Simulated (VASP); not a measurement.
HfHF3, 5 atoms in the cell. The structure is cubic, space group Pm-3m (No. 221). Conventional cell: a = 3.768 Å, b = 3.768 Å, c = 3.768 Å, α = 90.00°, β = 90.00°, γ = 90.00°. Within 3.5 Å of Hf (site symmetry m-3m) lie 12 F at 2.66 Å and 8 H at 3.26 Å. Within 2.5 Å of H (site symmetry m-3m) lie 6 F at 1.88 Å. Within 2.5 Å of F (site symmetry 4/mmm) lie 2 H at 1.88 Å. 

* Program: VASP 6.6.1
* Task: relaxation of cell and atoms
* Functional: PBE
* Potentials or basis: VASP PAW PBE potentials, release 64 (Hf_pv, H, F)
* Cutoff: 600 eV
* k mesh: 4 × 4 × 4
* Occupations: gaussian, width 0.1 eV
* Spin: no spin polarisation
* Dipole correction: no
* Further INCAR settings: ALGO = Normal; EDIFF = 1e-07; IBRION = 2; EDIFFG = -0.04; NSW = 90; ISIF = 3

Potentials or basis: VASP PAW PBE potentials, release 64 (Hf_pv, H, F).

The run is started by

```console
$ cat potpaw_PBE.64/Hf_pv/POTCAR potpaw_PBE.64/H/POTCAR potpaw_PBE.64/F/POTCAR > POTCAR
$ mpirun -np 1 vasp_std > vasp.out
```

Hardware: 1 thread of Intel(R) Xeon(R) Platinum 8488C (Sapphire Rapids) (shared host).

Q: Estimate the wall time of this run.

A: It took 58 s on 1 thread of Intel(R) Xeon(R) Platinum 8488C (Sapphire Rapids) (shared host), peak memory 0.18 GiB. Counts: scf iterations 57, k points 10, ion steps 3.
